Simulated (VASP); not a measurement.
Sb, 1 atom in the cell. It takes space group Fm-3m (No. 225, cubic). The conventional cell has a = 4.686 Å, b = 4.686 Å, c = 4.686 Å, α = 90.00°, β = 90.00°, γ = 90.00°. Sb (site symmetry m-3m) has 12 Sb at 3.31 Å within 4.4 Å.  This cell differs from its parent crystal: volume scaled by 1.05.

```yaml
Program: VASP 6.6.1
Task: electric field gradients
Functional: PBE
Potentials_or_basis: VASP PAW PBE potentials, release 64 (Sb)
Cutoff: 520 eV
k_mesh: 12 × 12 × 12
Occupations: fermi-dirac, width 0.05 eV
Spin: no spin polarisation
Dipole_correction: no
Further_INCAR_settings: ALGO = Normal; EDIFF = 1e-08; NBANDS = 8
```

Potentials or basis: VASP PAW PBE potentials, release 64 (Sb).

The run is started by

```bash
$ cat potpaw_PBE.64/Sb/POTCAR > POTCAR
$ mpirun -np 1 vasp_std > vasp.out
```

Hardware: 1 thread of Intel(R) Xeon(R) Platinum 8488C (Sapphire Rapids) (shared host).

Q: How long does it take, and how much memory?

A: Run time: 11 s on 1 thread of Intel(R) Xeon(R) Platinum 8488C (Sapphire Rapids) (shared host), peak memory 0.16 GiB. Counts: scf iterations 13, k points 72.
